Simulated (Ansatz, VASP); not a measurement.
# One calculation of KAl, two programs

```
K Al
1.0
     1.73285    1.00046    6.03748
    -1.73285    1.00046    6.03748
     0.00000   -2.00092    6.03748
K Al
1 1
Direct
  0.00000 0.00000 0.00000
  0.50000 0.50000 0.50000
```

Alike in both runs: functional PBE; k mesh 18 × 18 × 18; occupations gaussian, width 0.1 eV; no spin polarisation.

Ansatz relaxed the structure, and its values are those at the end. VASP's run is a single point on that final structure, the one shown.

|  | VASP | Ansatz |
| --- | --- | --- |
| version | VASP 6.6.1 | Ansatz 0.2.0 |
| potentials or method | VASP PAW PBE potentials, release 64 (K_sv, Al), cutoff 520 eV | scalar-relativistic, plane waves, PAW |
| valence electrons in the cell | 12 | 12 |

```csv
,VASP,Ansatz,Ansatz less VASP
gap on the k mesh at the Fermi level (eV),none,none,-
pressure (GPa),0.0,0.0,-0.01
```

A gap of «none» marks a metal or a gap that the smearing closes. With one functional, cell and mesh, what is left measures potentials, basis and numerics.
